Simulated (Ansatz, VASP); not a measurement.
**One calculation of CaBe2O3, two programs**

Contents of INCAR:

```
SYSTEM = CaBe2O3
PREC = Accurate
ENCUT = 600
EDIFF = 1E-6
ISMEAR = 0
SIGMA = 0.02
LREAL = .FALSE.
LASPH = .TRUE.
NELM = 60
ALGO = Normal
ISIF = 3
LWAVE = .FALSE.
LCHARG = .FALSE.
GGA = PE
IBRION = 2
NSW = 100
EDIFFG = -0.01
```

The input KPOINTS:

```
Automatic mesh
0
G
  6 6 6
  0 0 0
```

File POSCAR:

```
CaBe2O3
1.0
    2.6102425352      1.5070242303      3.9304431155
   -2.6102425352      1.5070242303      3.9304431155
    0.0000000000     -3.0140484607      3.9304431155
Ca Be O
1 2 3
Direct
    0.0000000000      0.0000000000      0.0000000000
    0.8033600963      0.8033600963      0.8033600963
    0.1966399037      0.1966399037      0.1966399037
    0.0000000000      0.0000000000      0.5000000000
    0.5000000000      0.0000000000      0.0000000000
    0.0000000000      0.5000000000      0.0000000000
```

Input for Ansatz:

```yaml
crystal:
  lattice:
    - [2.6102425352, 1.5070242303, 3.9304431155]
    - [-2.6102425352, 1.5070242303, 3.9304431155]
    - [0.0, -3.0140484607, 3.9304431155]
  atoms:
    - { symbol: Ca, position: [0.0, 0.0, 0.0] }
    - { symbol: Be, position: [0.8033600963, 0.8033600963, 0.8033600963] }
    - { symbol: Be, position: [0.1966399037, 0.1966399037, 0.1966399037] }
    - { symbol: O, position: [0.0, 0.0, 0.5] }
    - { symbol: O, position: [0.5, 0.0, 0.0] }
    - { symbol: O, position: [0.0, 0.5, 0.0] }
basis:
  ecutwfc: 420
kpoints:
  mp_grid: { grid: [6, 6, 6] }
hamiltonian:
  xc: pbe
scf:
  occupations: { method: gaussian, width: 0.02 }
output:
  forces: true
  stress: true
  eigenvalues: true
  write_density: true
  write_potential: true
  elf: true
  volumetric_format: npy
relax:
  adjacent_minimum: "off"
  f_tol: 0.01
  max_steps: 80
  cell: { stress_tol: 0.05 }
```

Alike in both runs: task relaxation of cell and atoms; functional PBE; k mesh 6 × 6 × 6; occupations gaussian, width 0.02 eV; no spin polarisation.

```csv
,VASP,Ansatz
version,VASP 6.6.1,Ansatz 0.2.0
potentials or method,"VASP PAW PBE potentials, release 64 (Ca_sv, Be, O), cutoff 600 eV","scalar-relativistic, plane waves, PAW"
valence electrons in the cell,32,32
```

|  | VASP | Ansatz | Ansatz less VASP |
| --- | --- | --- | --- |
| gap on the k mesh at the Fermi level, each at its own relaxed structure (eV) | 0.73 | 0.75 | +0.013 |
| relaxed volume (Å³/atom) | 15.47 | 15.46 | -0.013 |
| relaxed cell length with the largest relative difference (Å) | 4.955 | 4.953 | -0.0024 |
